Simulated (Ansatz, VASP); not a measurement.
# TaTi4 in VASP and in Ansatz

```
Ti Ta
1.0
     0.00000    2.31014   11.54341
     1.64124    0.00000   11.54341
     1.64124    2.31014    0.00000
Ti Ta
4 1
Direct
  0.20063 0.20063 0.79937
  0.60005 0.60005 0.39995
  0.39995 0.39995 0.60005
  0.79937 0.79937 0.20063
  0.00000 0.00000 0.00000
```

Alike in both runs: task single point; functional PBE; k mesh 6 × 6 × 6; occupations gaussian, width 0.1 eV; collinear spin.

|  | VASP | Ansatz |
| --- | --- | --- |
| version | VASP 6.6.1 | Ansatz 0.2.0 |
| potentials or method | VASP PAW PBE potentials, release 64 (Ti_sv, Ta_pv), cutoff 520 eV | scalar-relativistic, plane waves, PAW |
| valence electrons in the cell | 59 | 61 |

```tsv
	VASP	Ansatz	Ansatz less VASP
gap on the k mesh at the Fermi level (eV)	none	none	-
pressure (GPa)	-0.4	-0.2	+0.16
traceless stress, the component that is largest in VASP (GPa)	0.23	0.23	0.000
rms of the force components (eV/Å)	0.031	0.032	+0.0014
net moment per atom (μB)	0.00	0.00	0.000
```

Atom by atom the forces differ by 0.002 eV/Å (rms over components). A gap of «none» marks a metal or a gap that the smearing closes. VASP's potentials hold 59 valence electrons a cell and Ansatz's 61, so a difference there can come from the potentials and not from the codes. Ansatz's warnings: seeded moment not kept.

The k mesh is coarse, so the values compare programs but aren't converged. Spin-orbit coupling is off throughout.
